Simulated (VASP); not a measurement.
# Ta2W3 (P1) in VASP: single point with PBE

Aim: the single point of Ta2W3 with PBE.

Program: VASP 6.6.1. These are calculated values, not measurements. Logs are shortened: lines on timing, memory, paths and dates and some standing lists are left out, and cuts for length are marked.

## 1. The cell of the first run

The typed cell holds 10 atoms: a = 2.805 Å, b = 5.352 Å, c = 11.491 Å, α = 82.73°, β = 85.33°, γ = 80.19°.

## 2. Single point, PBE

File INCAR:

```
PREC = Accurate
ENCUT = 520
EDIFF = 1E-7
ISMEAR = 0
SIGMA = 0.2
LREAL = F
LASPH = T
NELM = 80
ALGO = Fast
ISIF = 2
LWAVE = F
LCHARG = F
GGA = PE
NBANDS = 75
```

File KPOINTS:

```
regular mesh
0
Gamma
  8 4 2
```

File POSCAR:

```
Ta2W3
1.0
    1.6146164718     -2.2942219920      0.0007566185
    4.8378111474      2.2897566464     -0.0006258171
    1.6135668307     -0.0050857845     11.3772185344
Ta W
4 6
Direct
    0.1995458979      0.1995790318      0.2015588556
    0.6997296866      0.6995875059      0.2015866743
    0.3005313776      0.3004060782      0.7984238343
    0.8003533645      0.8003796342      0.7984162419
    0.3990192221      0.3990548013      0.4036669381
    0.8992022403      0.8991248870      0.4036966354
    0.1010429932      0.1009300162      0.5963419155
    0.6009264683      0.6009147090      0.5963092780
    0.9997807558      0.0000029798      0.9999863931
    0.4998679937      0.5000203564      1.0000132339
```

Potentials or basis: VASP PAW PBE potentials, release 64 (Ta_pv, W_sv).

Launch:

```console
$ cat potpaw_PBE.64/Ta_pv/POTCAR potpaw_PBE.64/W_sv/POTCAR > POTCAR
$ mpirun -np 1 vasp_std > vasp.out
```

OUTCAR:

```text
PREC = Accurate
   ENCUT = 520
   EDIFF = 1E-7
   ISMEAR = 0
   LREAL = F
   LASPH = T
   NELM = 80
   ISIF = 2
   GGA = PE

 ion  position               nearest neighbor table
   1  0.200  0.200  0.202-   2 2.80   2 2.80  10 2.80   9 2.80   6 2.81   5 2.81   2 3.23   2 3.23
                             9 3.24  10 3.24   5 3.25   6 3.25
   2  0.700  0.700  0.202-   1 2.80   1 2.80   9 2.80  10 2.80   5 2.81   6 2.81   1 3.23   1 3.23
                            10 3.24   9 3.24   6 3.25   5 3.25
   3  0.301  0.300  0.798-   4 2.80   4 2.80  10 2.80   9 2.80   8 2.81   7 2.81   4 3.23   4 3.23
                            10 3.24   9 3.24   7 3.25   8 3.25
   4  0.800  0.800  0.798-   3 2.80   3 2.80   9 2.80  10 2.80   7 2.81   8 2.81   3 3.23   3 3.23
                             9 3.24  10 3.24   8 3.25   7 3.25
   5  0.399  0.399  0.404-   7 2.72   8 2.72   6 2.80   6 2.80   2 2.81   1 2.81   8 3.17   7 3.17
                             6 3.23   6 3.23   1 3.25   2 3.25
   6  0.899  0.899  0.404-   8 2.72   7 2.72   5 2.80   5 2.80   1 2.81   2 2.81   7 3.17   8 3.17
                             5 3.23   5 3.23   2 3.25   1 3.25
   7  0.101  0.101  0.596-   5 2.72   6 2.72   8 2.80   8 2.80   3 2.81   4 2.81   6 3.17   5 3.17
                             8 3.23   8 3.23   3 3.25   4 3.25
   8  0.601  0.601  0.596-   6 2.72   5 2.72   7 2.80   7 2.80   3 2.81   4 2.81   5 3.17   6 3.17
                             7 3.23   7 3.23   4 3.25   3 3.25
   9  1.000  0.000  1.000-  10 2.80  10 2.80   2 2.80   4 2.80   1 2.80   3 2.80  10 3.23  10 3.23
                             1 3.24   4 3.24   3 3.24   2 3.24
  10  0.500  0.500  0.000-   9 2.80   9 2.80   1 2.80   3 2.80   4 2.80   2 2.80   9 3.23   9 3.23
                             2 3.24   3 3.24   1 3.24   4 3.24

  LATTYP: Found a triclinic cell.
 ALAT       =     5.6037350031
 B/A-ratio  =     0.5006358632
 C/A-ratio  =     2.1497212412
 COS(alpha) =     0.0019993376
 COS(beta)  =     0.3100146386
 COS(gamma) =     0.3379224931

  Lattice vectors:

 A1 = (  -3.2231946756,  -4.5839786384,   0.0013824356)
 A2 = (   1.6146164718,  -2.2942219920,   0.0007566185)
 A3 = (  -3.2242443167,  -2.2948424309,  11.3778443515)

Analysis of symmetry for initial positions (statically):
=====================================================================
 Subroutine PRICEL returns:
 Original cell was already a primitive cell.

 Routine SETGRP: Setting up the symmetry group for a
 triclinic supercell.

 Subroutine GETGRP returns: Found  1 space group operations
 (whereof  1 operations were pure point group operations)
 out of a pool of  2 trial point group operations.

The static configuration has the point symmetry C_1 .

[... 136 lines left out ...]
   POTIM  = 0.5000    time-step for ionic-motion
   TEBEG  =    0.0;   TEEND  =   0.0 temperature during run
   PSTRESS=    0.0 pullay stress
   NELECT =     128.0000    total number of electrons
   NUPDOWN=      -1.0000    fix difference up-down
   EMIN   =  10.00;   EMAX   =-10.00  energy-range for DOS
   EFERMI =   0.00;   METHOD = LEGACY
   ISMEAR =     0;   SIGMA  =   0.20  broadening in eV -4-tet -1-fermi 0-gaus
   EFERMI_NEDOS =   21; number of points for ismear=-14 and -15
   IALGO  =     68    algorithm
   IMIX   =      4    mixing-type and parameters
     AMIX     =   0.40;   BMIX     =  1.00
     AMIX_MAG =   1.60;   BMIX_MAG =  1.00
  volume/ion in A,a.u.               =      16.83       113.60
  Fermi-wavevector in a.u.,A,eV,Ry     =   1.494230  2.823686 30.378058  2.232724
  Thomas-Fermi vector in A             =   2.606530
   LORBIT       =      0    0 simple, 1 ext, 2 COOP (PROOUT), +10 PAW based schemes
   GGA     = PE    functional components
   LHFCALC =     F    Hartree Fock is set to
   AEXX    =    0.0000 exact exchange contribution
   IVDW    =     0    specifies the selected vdW correction
   LEPSILON=     F    determine dielectric tensor
   LRPA    =     F    only Hartree local field effects (RPA)
 non-spin polarized calculation
 RMM-DIIS sequential band-by-band and
 Gauss-broadening in eV      SIGMA  =   0.20
  energy-cutoff  :      520.00
  volume of cell :      168.34
 maximum number of plane-waves:      4555
 NGX is ok and might be reduce to    24
   NGX = 11   NGY = 19   NGZ = 43

 number of electron     128.0000003 magnetization

 Free energy of the ion-electron system (eV)
  ---------------------------------------------------
  ext. energy  EPLUGINS =         0.00000000
  ---------------------------------------------------
  free energy    TOTEN  =      -125.63438742 eV

  energy without entropy =     -125.53449963  energy(sigma->0) =     -125.58444352

 E-fermi :   8.5357     XC(G=0): -13.1651

 val. band max:        8.5050380905   @ k =  -0.2500   0.2500   0.5000
 cond. band min:       8.5498533892   @ k =   0.1250  -0.0000   0.0000
 fundamental gap:      0.0448152987
 Fermi energy:         8.5357172190

 k-point     1 :       0.0000    0.0000    0.0000
  band No.  band energies     occupation
      1     -65.1846      2.00000
      2     -65.1126      2.00000
      3     -65.0979      2.00000
      4     -65.0978      2.00000
      5     -64.9880      2.00000
      6     -64.9373      2.00000
[... 1861 lines left out ...]
     74      11.1497      0.00000
     75      11.2016      0.00000

 [... further k-points ...]
[... 5 lines left out ...]
  --------------------------------------------------------------------------------------
  -------------------------------------------------------------------------------------
  Total        0.3794164      0.2747052      0.3526653     -0.0535612      0.0326950     -0.0150737
  in kB        3.6111443      2.6145418      3.3565372     -0.5097759      0.3111791     -0.1434658
  external PRESSURE =       3.1940745 kB  Pullay stress =       0.0000000 kB

 VOLUME and BASIS-vectors are now :
 -----------------------------------------------------------------------------
  energy-cutoff  :      520.00
  volume of cell :      168.34
      direct lattice vectors                 reciprocal lattice vectors
     1.614616472 -2.294221992  0.000756618     0.154754598 -0.326972453 -0.022094135
     4.837811147  2.289756646 -0.000625817     0.155056388  0.109117599 -0.021941997
     1.613566831 -0.005085785 11.377218534    -0.000001763  0.000027747  0.087895208

 POSITION                                       TOTAL-FORCE (eV/Angst)
 -----------------------------------------------------------------------------------
      1.61294     -0.00184      2.29321         0.001819     -0.000818     -0.009989
      4.83954     -0.00448      2.29359        -0.001580      0.004940     -0.012790
      3.22686     -0.00569      9.08388        -0.003253      0.003638      0.012745
      6.45265     -0.00757      9.08386         0.001377     -0.000785      0.013291
      3.22616     -0.00375      4.59266         0.005230     -0.000602     -0.021392
      6.45305     -0.00625      4.59306        -0.005283      0.002158     -0.026733
      1.61366     -0.00374      6.78473        -0.002442      0.000548      0.020480
      4.83956     -0.00574      6.78442         0.001607     -0.002699      0.025283
      3.22782     -2.29880     11.37782         0.003028     -0.004164      0.001920
      3.22612     -0.00188      0.00022        -0.000504     -0.002216     -0.002814
 -----------------------------------------------------------------------------------
    total drift:                                0.000004     -0.000004      0.000001

  FREE ENERGIE OF THE ION-ELECTRON SYSTEM (eV)
  ---------------------------------------------------
  free  energy   TOTEN  =      -125.6343874166 eV

  energy  without entropy=     -125.5344996280  energy(sigma->0) =     -125.58444352
```

OSZICAR:

```text
N       E                     dE             d eps       ncg     rms          rms(c)
DAV:   1     0.170221761203E+04    0.17022E+04   -0.71600E+04  5408   0.194E+03
DAV:   2    -0.580331927978E+01   -0.17080E+04   -0.16676E+04  5448   0.623E+02
DAV:   3    -0.125901408953E+03   -0.12010E+03   -0.11316E+03  6452   0.145E+02
[... 13 lines left out ...]
RMM:  17    -0.125634387198E+03   -0.69024E-06   -0.29550E-05  7530   0.132E-02    0.331E-03
RMM:  18    -0.125634387445E+03   -0.24694E-06   -0.39438E-06  7083   0.575E-03    0.248E-03
RMM:  19    -0.125634387660E+03   -0.21518E-06   -0.10235E-06  5481   0.251E-03    0.138E-03
RMM:  20    -0.125634387493E+03    0.16712E-06   -0.23613E-07  4188   0.133E-03    0.404E-04
RMM:  21    -0.125634387417E+03    0.76534E-07   -0.64629E-08  3829   0.664E-04
   1 F= -.12563439E+03 E0= -.12558444E+03  d E =-.998878E-01
```

stdout:

```text
POSCAR found type information on POSCAR TaW
 POSCAR found :  2 types and      10 ions
 scaLAPACK will be used
 LDA part: xc-table for (Slater+PW92), standard interpolation
 POSCAR, INCAR and KPOINTS ok, starting setup
 FFT: planning ... GRIDC
 FFT: planning ... GRID_SOFT
 FFT: planning ... GRID
 WAVECAR not read
 entering main loop
```

Run time: 12 min. Hardware: 1 thread of AMD EPYC 7R43 (Zen 3), shared host; peak memory 0.46 GiB.

What came out:

```yaml
Free_energy: -125.6344 eV
Pressure: 0.3 GPa
Largest_force: 0.027 eV/Å
Band_gap_on_the_k_mesh: zero (bands 64 and 65 overlap by 1.94 eV)
```

Forces on the atoms (eV/Å):
```
Ta   0.002 -0.001 -0.010
Ta  -0.002  0.005 -0.013
Ta  -0.003  0.004  0.013
Ta   0.001 -0.001  0.013
W    0.005 -0.001 -0.021
W   -0.005  0.002 -0.027
W   -0.002  0.001  0.020
W    0.002 -0.003  0.025
W    0.003 -0.004  0.002
W   -0.001 -0.002 -0.003
```

Levels at points of the mesh, in eV from the Fermi level:
```
           k point  band 60  band 61  band 62  band 63  band 64  band 65  band 66  band 67  band 68  band 69
(0.00, 0.00, 0.00)    -0.39    -0.19     0.07     0.31     0.33     0.36     0.38     1.12     1.35     1.92
(0.50, 0.00, 0.00)    -1.16    -1.11    -1.11     0.19     0.19     0.49     0.49     1.07     1.07     1.79
(0.00, 0.50, 0.00)    -1.21    -0.98    -0.98    -0.75    -0.75    -0.61    -0.61     1.80     1.80     1.88
(0.50, 0.50, 0.00)    -0.24     0.31     0.36     0.73     1.21     1.26     1.33     2.24     2.38     2.74
(0.00, 0.00, 0.50)    -0.24    -0.20    -0.10    -0.09     0.33     0.38     0.47     1.35     1.36     2.22
(0.50, 0.00, 0.50)    -1.32    -1.05    -1.05    -0.46    -0.46     0.23     0.23     1.31     1.31     1.80
(0.00, 0.50, 0.50)    -1.17    -0.97    -0.97    -0.75    -0.75    -0.55    -0.55     1.82     1.82     1.92
(0.50, 0.50, 0.50)     0.04     0.32     0.37     1.27     1.33     1.35     1.72     1.80     2.23     2.31
```

Caveat: spin-orbit coupling is left out, which moves the levels of the heavy elements.
